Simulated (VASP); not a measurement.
A run of VASP 6.6.1 is set up as follows.

INCAR

```
SYSTEM = Sc
  PREC = Accurate
  ENCUT = 600
  EDIFF = 1E-7
  ISMEAR = -1
  SIGMA = 0.1
  LREAL = .FALSE.
  LASPH = .TRUE.
  NELM = 100
  ALGO = Normal
  ISIF = 3
  LWAVE = .FALSE.
  LCHARG = .FALSE.
  GGA = PS
  IBRION = 2
  NSW = 50
  EDIFFG = -0.01
  PSTRESS = 200.0
```

File KPOINTS:

```
regular mesh
0
G
  7 7 7
  0 0 0
```

Contents of POSCAR:

```
Sc
1.0
    3.0200000000      0.0000000000      0.0000000000
    0.0000000000      3.0200000000      0.0000000000
    0.0000000000      0.0000000000      3.0200000000
Sc
1
Direct
    0.0000000000      0.0000000000      0.0000000000
```

Potentials or basis: VASP PAW PBE potentials, release 64 (Sc_sv).

Command:

```bash
$ cat potpaw_PBE.64/Sc_sv/POTCAR > POTCAR
$ mpirun -np 1 vasp_std > vasp.out
```

**Question.** Estimate the relaxed cell.

**Answer.** a = 2.617 Å, b = 2.617 Å, c = 2.617 Å, α = 90.00°, β = 90.00°, γ = 90.00°.

**Question.** Estimate the space group after relaxing (to 0.05 Å).

**Answer.** Pm-3m (No. 221).

**Question.** What does it give for the relaxed volume?

**Answer.** 17.93 Å³/atom.

The path:
```tsv
step	energy change (eV)	largest force (eV/Å)	pressure (GPa)	volume (Å³)
1	0.0000	0.0000	-3.28	27.54
2	1.0053	0.0000	46.40	14.47
3	0.3172	0.0000	19.52	18.03
4	0.3375	0.0000	20.32	17.87
5	0.3268	0.0000	19.89	17.95
6	0.3295	0.0000	20.00	17.93
```

Caveat: the cell is relaxed towards a set pressure, so the enthalpy falls and the energy may rise; the volume moved by over 15 % at a fixed basis, so the end points are rough; the PAW data sets were made with another functional, which shifts forces and pressure a little.
